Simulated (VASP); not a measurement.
# BaTiO3 (P4mm) in VASP: notebook

The runs below take BaTiO3 through single point, relaxation of cell and atoms, with PBE.

Everything below comes from runs of VASP 6.6.1. Logs are shortened: lines on timing, memory, paths and dates and some standing lists are left out, and cuts for length are marked.

### Step 1. The cell of the first run

The structure is tetragonal, space group P4mm (No. 99). Conventional cell: a = 4.000 Å, b = 4.000 Å, c = 4.018 Å, α = 90.00°, β = 90.00°, γ = 90.00°. Within 3.7 Å of Ba (site symmetry 4mm) lie 12 O at 2.79 to 2.88 Å and 8 Ti at 3.44 to 3.50 Å. Within 2.5 Å of Ti (site symmetry 4mm) lie 6 O at 1.85 to 2.17 Å. Within 2.5 Å of O (site symmetry 4mm) lie 2 Ti at 1.85 to 2.17 Å. O (site symmetry 2mm) has 2 Ti at 2.00 Å within 2.7 Å.

### Step 2. Single point, PBE

File INCAR:

```
SYSTEM = BaTiO3
PREC     = Accurate       ! precision mode
ENCUT    = 520            ! plane-wave cutoff, eV
EDIFF    = 1E-6           ! SCF threshold, eV
ISMEAR   = 0              ! smearing method
SIGMA    = 0.05           ! smearing width, eV
LREAL    = .False.        ! projectors in reciprocal space
LASPH    = .True.         ! aspherical terms in the spheres
NELM     = 100            ! most SCF steps
ALGO     = Normal         ! electronic algorithm
ISIF     = 2              ! what is computed and relaxed
LWAVE    = .False.        ! write WAVECAR
LCHARG   = .False.        ! write CHGCAR
GGA      = PE             ! functional
NBANDS   = 28             ! bands
```

File KPOINTS:

```
regular mesh
0
Gamma
  6 6 6
  0 0 0
```

File POSCAR:

```
BaTiO3
1.0
    3.9998000000      0.0000000000      0.0000000000
    0.0000000000      3.9998000000      0.0000000000
    0.0000000000      0.0000000000      4.0180000000
Ba Ti O
1 1 3
Direct
    0.0000000000      0.0000000000      0.0000829558
    0.5000000000      0.5000000000      0.4855818935
    0.5000000000      0.5000000000      0.0252809513
    0.5000000000      0.0000000000      0.5160270998
    0.0000000000      0.5000000000      0.5160270998
```

Potentials or basis: VASP PAW PBE potentials, release 64 (Ba_sv, Ti_sv, O).

Launch:

```bash
$ cat potpaw_PBE.64/Ba_sv/POTCAR potpaw_PBE.64/Ti_sv/POTCAR potpaw_PBE.64/O/POTCAR > POTCAR
$ mpirun -np 1 vasp_std > vasp.out
```

OUTCAR:

```text
SYSTEM = BaTiO3
   PREC = Accurate
   ENCUT = 520
   EDIFF = 1E-6
   ISMEAR = 0
   LREAL = .False.
   LASPH = .True.
   NELM = 100
   ISIF = 2
   GGA = PE

 ion  position               nearest neighbor table
   1  0.000  0.000  0.000-   4 2.79   5 2.79   5 2.79   4 2.79   3 2.83   3 2.83   3 2.83   3 2.83
                             4 2.88   5 2.88   5 2.88   4 2.88   2 3.44   2 3.44   2 3.44   2 3.44
   2  0.500  0.500  0.486-   3 1.85   4 2.00   5 2.00   4 2.00   5 2.00   3 2.17   1 3.44   1 3.44
                             1 3.44   1 3.44   1 3.50   1 3.50   1 3.50   1 3.50
   3  0.500  0.500  0.025-   2 1.85   2 2.17   1 2.83   1 2.83   1 2.83   1 2.83
   4  0.500  0.000  0.516-   2 2.00   2 2.00   1 2.79   1 2.79   1 2.88   1 2.88
   5  0.000  0.500  0.516-   2 2.00   2 2.00   1 2.79   1 2.79   1 2.88   1 2.88

  LATTYP: Found a simple tetragonal cell.
 ALAT       =     3.9998000000
 C/A-ratio  =     1.0045502275

  Lattice vectors:

 A1 = (   3.9998000000,   0.0000000000,   0.0000000000)
 A2 = (   0.0000000000,   3.9998000000,   0.0000000000)
 A3 = (   0.0000000000,   0.0000000000,   4.0180000000)

Analysis of symmetry for initial positions (statically):
=====================================================================
 Subroutine PRICEL returns:
 Original cell was already a primitive cell.

 Routine SETGRP: Setting up the symmetry group for a
 simple tetragonal supercell.

 Subroutine GETGRP returns: Found  8 space group operations
 (whereof  8 operations were pure point group operations)
 out of a pool of 16 trial point group operations.

The static configuration has the point symmetry C_4v.

Analysis of symmetry for dynamics (positions and initial velocities):
=====================================================================
 Subroutine PRICEL returns:
 Original cell was already a primitive cell.

 Routine SETGRP: Setting up the symmetry group for a
 simple tetragonal supercell.

 Subroutine GETGRP returns: Found  8 space group operations
 (whereof  8 operations were pure point group operations)
 out of a pool of 16 trial point group operations.

The dynamic configuration has the point symmetry C_4v.

 Subroutine INISYM returns: Found  8 space group operations
 (whereof  8 operations are pure point group operations),
 and found     1 'primitive' translations

----------------------------------------------------------------------------------------

                                     Primitive cell

  volume of cell :      64.2816

  direct lattice vectors                    reciprocal lattice vectors
     3.999800000  0.000000000  0.000000000     0.250012501  0.000000000  0.000000000
     0.000000000  3.999800000  0.000000000     0.000000000  0.250012501  0.000000000
     0.000000000  0.000000000  4.018000000     0.000000000  0.000000000  0.248880040

  length of vectors
     3.999800000  3.999800000  4.018000000     0.250012501  0.250012501  0.248880040

  position of ions in fractional coordinates (direct lattice)
     0.000000000  0.000000000  0.000082956
     0.500000000  0.500000000  0.485581893
     0.500000000  0.500000000  0.025280951
     0.500000000  0.000000000  0.516027100
     0.000000000  0.500000000  0.516027100

  ion indices of the primitive-cell ions
   primitive index   ion index
                 1           1
                 2           2
                 3           3
                 4           4
                 5           5

----------------------------------------------------------------------------------------

 KPOINTS: regular mesh

Automatic generation of k-mesh.
 Grid dimensions read from file:
 generate k-points for:    6    6    6

 Generating k-lattice:

  Cartesian coordinates                     Fractional coordinates (reciprocal lattice)
     0.041668750  0.000000000  0.000000000     0.166666667  0.000000000  0.000000000
     0.000000000  0.041668750  0.000000000     0.000000000  0.166666667  0.000000000
     0.000000000  0.000000000  0.041480007     0.000000000  0.000000000  0.166666667

  Length of vectors
     0.041668750  0.041668750  0.041480007

  Shift w.r.t. Gamma in fractional coordinates (k-lattice)
     0.000000000  0.000000000  0.000000000

 Subroutine IBZKPT returns following result:
 ===========================================

 Found     40 irreducible k-points:

 Following reciprocal coordinates:
            Coordinates               Weight
  0.000000  0.000000  0.000000      1.000000
  0.166667  0.000000  0.000000      4.000000
  0.333333  0.000000  0.000000      4.000000
  0.500000  0.000000  0.000000      2.000000
  0.166667  0.166667  0.000000      4.000000
  0.333333  0.166667  0.000000      8.000000
[... 16 lines left out ...]
  0.333333  0.000000  0.333333      8.000000
  0.500000  0.000000  0.333333      4.000000
 [... further k-points ...]
   k-points           NKPTS =     40   k-points in BZ     NKDIM =     40   number of bands    NBANDS=     28
   number of dos      NEDOS =    301   number of ions     NIONS =      5
   total plane-waves  NPLWV =  27000
   dimension x,y,z NGX =    30 NGY =   30 NGZ =   30
   dimension x,y,z NGXF=    60 NGYF=   60 NGZF=   60
   ions per type =               1   1   3
   NGX,Y,Z   is equivalent  to a cutoff of  12.47, 12.47, 12.41 a.u.
   NGXF,Y,Z  is equivalent  to a cutoff of  24.94, 24.94, 24.83 a.u.
 SYSTEM =  BaTiO3
   PREC   = accura    normal or accurate (medium, high low for compatibility)
   ISTART =      0    job   : 0-new  1-cont  2-samecut
   ICHARG =      2    charge: 1-file 2-atom 10-const
   ISPIN  =      1    spin polarized calculation?
   LNONCOLLINEAR =      F non collinear calculations
   LSORBIT =      F    spin-orbit coupling
   LASPH  =      T    aspherical Exc in radial PAW
   ENCUT  =  520.0 eV  38.22 Ry    6.18 a.u.   7.44  7.44  7.47*2*pi/ulx,y,z
   NELM   =    100;   NELMIN=  2; NELMDL= -5     # of ELM steps
   EDIFF  = 0.1E-05   stopping-criterion for ELM
   LREAL  =      F    real-space projection
   EDIFFG = 0.1E-04   stopping-criterion for IOM
   NSW    =      0    number of steps for IOM
   IBRION =     -1    ionic relax: 0-MD 1-quasi-New 2-CG
   NFREE  =      0    steps in history (QN), initial steepest desc. (CG)
   ISIF   =      2    stress and relaxation
   ISYM   =      2    0-nonsym 1-usesym 2-fastsym
   POTIM  = 0.5000    time-step for ionic-motion
   TEBEG  =    0.0;   TEEND  =   0.0 temperature during run
   PSTRESS=    0.0 pullay stress
   NELECT =      40.0000    total number of electrons
   NUPDOWN=      -1.0000    fix difference up-down
   EMIN   =  10.00;   EMAX   =-10.00  energy-range for DOS
   EFERMI =   0.00;   METHOD = LEGACY
   ISMEAR =     0;   SIGMA  =   0.05  broadening in eV -4-tet -1-fermi 0-gaus
   EFERMI_NEDOS =   21; number of points for ismear=-14 and -15
   IALGO  =     38    algorithm
   IMIX   =      4    mixing-type and parameters
     AMIX     =   0.40;   BMIX     =  1.00
     AMIX_MAG =   1.60;   BMIX_MAG =  1.00
  volume/ion in A,a.u.               =      12.86        86.76
  Fermi-wavevector in a.u.,A,eV,Ry     =   1.397653  2.641181 26.578078  1.953434
  Thomas-Fermi vector in A             =   2.520888
   LORBIT       =      0    0 simple, 1 ext, 2 COOP (PROOUT), +10 PAW based schemes
   GGA     = PE    functional components
   LHFCALC =     F    Hartree Fock is set to
   AEXX    =    0.0000 exact exchange contribution
   IVDW    =     0    specifies the selected vdW correction
   LEPSILON=     F    determine dielectric tensor
   LRPA    =     F    only Hartree local field effects (RPA)
 non-spin polarized calculation
 Gauss-broadening in eV      SIGMA  =   0.05
  energy-cutoff  :      520.00
  volume of cell :       64.28
 maximum number of plane-waves:      1751
 NGX is ok and might be reduce to    30
   NGX = 15   NGY = 15   NGZ = 15

 number of electron      39.9999979 magnetization

 Free energy of the ion-electron system (eV)
  ---------------------------------------------------
  ext. energy  EPLUGINS =         0.00000000
  ---------------------------------------------------
  free energy    TOTEN  =       -39.98642567 eV

  energy without entropy =      -39.98642567  energy(sigma->0) =      -39.98642567

 E-fermi :   4.1332     XC(G=0): -11.2379

 val. band max:        3.8756094798   @ k =   0.5000   0.5000   0.5000
 cond. band min:       5.6661243471   @ k =   0.0000   0.0000   0.0000
 fundamental gap:      1.7905148674
 Fermi energy:         4.1332234008

 k-point     1 :       0.0000    0.0000    0.0000
  band No.  band energies     occupation
      1     -52.6900      2.00000
      2     -28.9634      2.00000
      3     -28.9008      2.00000
      4     -28.9008      2.00000
      5     -21.0251      2.00000
      6     -13.0781      2.00000
[... 20 lines left out ...]
     27       8.8912      0.00000
     28      11.1369      0.00000

 k-point     2 :       0.1667    0.0000    0.0000
  band No.  band energies     occupation
      1     -52.6898      2.00000
      2     -28.9629      2.00000
      3     -28.9141      2.00000
      4     -28.9003      2.00000
      5     -20.9958      2.00000
      6     -13.1097      2.00000
[... 20 lines left out ...]
     27       9.4012      0.00000
     28      11.7858      0.00000

 k-point     3 :       0.3333    0.0000    0.0000
  band No.  band energies     occupation
      1     -52.6893      2.00000
      2     -28.9619      2.00000
      3     -28.9404      2.00000
      4     -28.8993      2.00000
      5     -20.9361      2.00000
      6     -13.2411      2.00000
[... 20 lines left out ...]
     27      10.6193      0.00000
     28      12.0963      0.00000

 k-point     4 :       0.5000    0.0000    0.0000
  band No.  band energies     occupation
      1     -52.6890      2.00000
      2     -28.9614      2.00000
      3     -28.9536      2.00000
      4     -28.8988      2.00000
      5     -20.9057      2.00000
      6     -13.3246      2.00000
[... 578 lines left out ...]
     27      11.1201      0.00000
     28      12.4370      0.00000

 k-point    23 :       0.3333    0.0000    0.3333
  band No.  band energies     occupation
      1     -52.6885      2.00000
      2     -28.9994      2.00000
      3     -28.9382      2.00000
      4     -28.8978      2.00000
      5     -20.8737      2.00000
      6     -12.9227      2.00000
[... 20 lines left out ...]
     27      12.2094      0.00000
     28      12.4891      0.00000

 k-point    24 :       0.5000    0.0000    0.3333
  band No.  band energies     occupation
      1     -52.6883      2.00000
      2     -28.9986      2.00000
      3     -28.9510      2.00000
      4     -28.8973      2.00000
      5     -20.8513      2.00000
      6     -12.8888      2.00000
[... 20 lines left out ...]
     27      11.9861      0.00000
     28      13.2643      0.00000

 [... further k-points ...]
[... 5 lines left out ...]
  --------------------------------------------------------------------------------------
  -------------------------------------------------------------------------------------
  Total        1.6496455      1.6496455      2.6727965      0.0000000      0.0000000      0.0000000
  in kB       41.1163659     41.1163659     66.6177537      0.0000000      0.0000000      0.0000000
  external PRESSURE =      49.6168285 kB  Pullay stress =       0.0000000 kB

 VOLUME and BASIS-vectors are now :
 -----------------------------------------------------------------------------
  energy-cutoff  :      520.00
  volume of cell :       64.28
      direct lattice vectors                 reciprocal lattice vectors
     3.999800000  0.000000000  0.000000000     0.250012501  0.000000000  0.000000000
     0.000000000  3.999800000  0.000000000     0.000000000  0.250012501  0.000000000
     0.000000000  0.000000000  4.018000000     0.000000000  0.000000000  0.248880040

 POSITION                                       TOTAL-FORCE (eV/Angst)
 -----------------------------------------------------------------------------------
      0.00000      0.00000      0.00033         0.000000      0.000000      0.025435
      1.99990      1.99990      1.95107         0.000000     -0.000000      0.056826
      1.99990      1.99990      0.10158         0.000000      0.000000     -0.056728
      1.99990      0.00000      2.07340         0.000000      0.000000     -0.012767
      0.00000      1.99990      2.07340         0.000000      0.000000     -0.012767
 -----------------------------------------------------------------------------------
    total drift:                                0.000000      0.000000      0.000220

  FREE ENERGIE OF THE ION-ELECTRON SYSTEM (eV)
  ---------------------------------------------------
  free  energy   TOTEN  =       -39.9864256655 eV

  energy  without entropy=      -39.9864256655  energy(sigma->0) =      -39.98642567
```

Run time: 37 s. Hardware: 1 thread of Intel Xeon 6975P-C (Granite Rapids), shared host; peak memory 0.21 GiB.

What came out:

* Free energy: -39.9864 eV
* Pressure: 5.0 GPa
* Largest force: 0.057 eV/Å
* Band gap on the k mesh: 1.79 eV, indirect (least direct gap 2.14 eV)

Forces in eV/Å, atoms in the order of the input:
```
Ba   0.000  0.000  0.025
Ti   0.000  0.000  0.057
O    0.000  0.000 -0.057
O    0.000  0.000 -0.013
O    0.000  0.000 -0.013
```

Levels at points of the mesh, in eV from the valence-band top:
| k point | band 17 | band 18 | band 19 | band 20 | band 21 | band 22 | band 23 | band 24 |
| --- | --- | --- | --- | --- | --- | --- | --- | --- |
| (0.00, 0.00, 0.00) | -1.15 | -0.41 | -0.35 | -0.35 | 1.79 | 2.12 | 2.12 | 4.00 |
| (0.50, 0.00, 0.00) | -1.83 | -1.68 | -1.07 | -0.93 | 2.24 | 3.50 | 3.56 | 4.12 |
| (0.50, 0.50, 0.00) | -1.81 | -1.06 | -1.06 | -0.09 | 3.58 | 3.58 | 3.94 | 4.70 |
| (0.00, 0.00, 0.50) | -1.97 | -1.95 | -0.71 | -0.71 | 1.95 | 3.61 | 3.61 | 4.00 |
| (0.50, 0.00, 0.50) | -1.74 | -0.92 | -0.89 | -0.22 | 3.53 | 3.62 | 3.94 | 4.84 |
| (0.50, 0.50, 0.50) | -2.42 | -0.14 | -0.14 | 0.00 | 4.17 | 4.19 | 4.19 | 6.45 |

Caveat: spin-orbit coupling is left out, which moves the levels of the heavy elements. A k mesh can miss the band edges.

### Step 3. Relaxation of cell and atoms, PBE

File INCAR:

```
SYSTEM = BaTiO3
  PREC = Accurate
  ENCUT = 600
  EDIFF = 1E-6
  ISMEAR = 0
  SIGMA = 0.05
  LREAL = .FALSE.
  LASPH = .TRUE.
  NELM = 80
  ALGO = Normal
  ISIF = 3
  LWAVE = .FALSE.
  LCHARG = .FALSE.
  GGA = PE
  IBRION = 2
  NSW = 80
  EDIFFG = -0.01
```

File KPOINTS:

```
regular mesh
0
G
  6 6 6
  0 0 0
```

File POSCAR:

```
BaTiO3
1.0
    3.9998000000      0.0000000000      0.0000000000
    0.0000000000      3.9998000000      0.0000000000
    0.0000000000      0.0000000000      4.0180000000
Ba Ti O
1 1 3
Direct
    0.0000000000      0.0000000000      0.0000000000
    0.5000000000      0.5000000000      0.4900000000
    0.5000000000      0.5000000000      0.0190000000
    0.5000000000      0.0000000000      0.5170000000
    0.0000000000      0.5000000000      0.5170000000
```

Potentials or basis: VASP PAW PBE potentials, release 64 (Ba_sv, Ti_sv, O).

Launch:

```bash
$ cat potpaw_PBE.64/Ba_sv/POTCAR potpaw_PBE.64/Ti_sv/POTCAR potpaw_PBE.64/O/POTCAR > POTCAR
$ mpirun -np 1 vasp_std > vasp.out
```

Run time: 4.9 min. Hardware: 1 thread of Intel Xeon 6975P-C (Granite Rapids), shared host; peak memory 0.24 GiB.

Results (log left out):

```yaml
Free_energy: -40.0456 eV
Relaxed_volume: 13.48 Å³/atom
Relaxed_cell: a = 3.996 Å, b = 3.996 Å, c = 4.222 Å, α = 90.00°, β = 90.00°, γ = 90.00°
Space_group_after_relaxing_to_0.05_Å: P4mm (No. 99)
Energy_gained_by_relaxing: 11.3 meV/atom
Ionic_steps: 20
Pressure_after_relaxing: 0.0 GPa
Largest_force_after_relaxing: 0.006 eV/Å
Band_gap_on_the_k_mesh: 1.77 eV, indirect (least direct gap 2.34 eV)
```

Forces in eV/Å, atoms in the order of the input:
```
Ba   0.000  0.000 -0.006
Ti   0.000  0.000  0.001
O    0.000  0.000 -0.005
O    0.000  0.000  0.005
O    0.000  0.000  0.005
```

The path:
| step | energy change (eV) | largest force (eV/Å) | pressure (GPa) | volume (Å³) |
| --- | --- | --- | --- | --- |
| 1 | 0.0000 | 0.2783 | 4.05 | 64.28 |
| 2 | -0.0133 | 0.4567 | -3.17 | 67.36 |
| 3 | -0.0242 | 0.3772 | -0.43 | 66.09 |
| 4 | -0.0339 | 0.2279 | -0.16 | 66.20 |
| 5 | -0.0401 | 0.1439 | 0.48 | 66.38 |
| 6 | -0.0456 | 0.1392 | 0.13 | 66.74 |
| 7 | -0.0485 | 0.1998 | -0.50 | 67.69 |
| 8 | -0.0492 | 0.1751 | -0.38 | 67.43 |
| 9 | -0.0531 | 0.1355 | -0.04 | 67.18 |
| 10 | -0.0534 | 0.1204 | 0.10 | 67.10 |
| 11 | -0.0553 | 0.0800 | 0.26 | 67.07 |
| 12 | -0.0557 | 0.0661 | 0.41 | 67.05 |
| 13 | -0.0559 | 0.0916 | -0.44 | 67.44 |
| 14 | -0.0562 | 0.0579 | -0.09 | 67.28 |
| 15 | -0.0564 | 0.0231 | -0.02 | 67.29 |
| 16 | -0.0565 | 0.0225 | 0.03 | 67.30 |
| 17 | -0.0566 | 0.0231 | 0.02 | 67.33 |
| 18 | -0.0566 | 0.0253 | 0.00 | 67.40 |
| 19 | -0.0566 | 0.0337 | 0.06 | 67.43 |
| 20 | -0.0567 | 0.0056 | 0.02 | 67.42 |

Final structure:
```yaml
crystal:
  lattice:
    - [3.99598, 0.00000, 0.00000]
    - [0.00000, 3.99598, 0.00000]
    - [0.00000, 0.00000, 4.22197]
  atoms:
    - { symbol: Ba, position: [0.00000, 0.00000, 0.99079] }
    - { symbol: Ti, position: [0.50000, 0.50000, 0.47176] }
    - { symbol: O, position: [0.50000, 0.50000, 0.04169] }
    - { symbol: O, position: [0.50000, 0.00000, 0.51938] }
    - { symbol: O, position: [0.00000, 0.50000, 0.51938] }
```

Levels at points of the mesh, in eV from the valence-band top:
```csv
k point,band 17,band 18,band 19,band 20,band 21,band 22,band 23,band 24
"(0.00, 0.00, 0.00)",-1.32,-0.96,-0.57,-0.57,1.77,2.40,2.40,3.94
"(0.50, 0.00, 0.00)",-1.96,-1.71,-1.60,-1.36,2.48,3.38,3.48,4.01
"(0.50, 0.50, 0.00)",-2.06,-1.18,-1.18,-0.06,3.52,3.52,3.85,4.01
"(0.00, 0.00, 0.50)",-2.07,-1.98,-0.74,-0.74,1.89,3.38,3.38,3.94
"(0.50, 0.00, 0.50)",-1.87,-1.20,-1.11,-0.54,3.39,3.42,3.65,4.70
"(0.50, 0.50, 0.50)",-2.65,-0.48,-0.48,0.00,3.89,3.89,4.00,5.87
```

Caveat: spin-orbit coupling is left out, which moves the levels of the heavy elements.
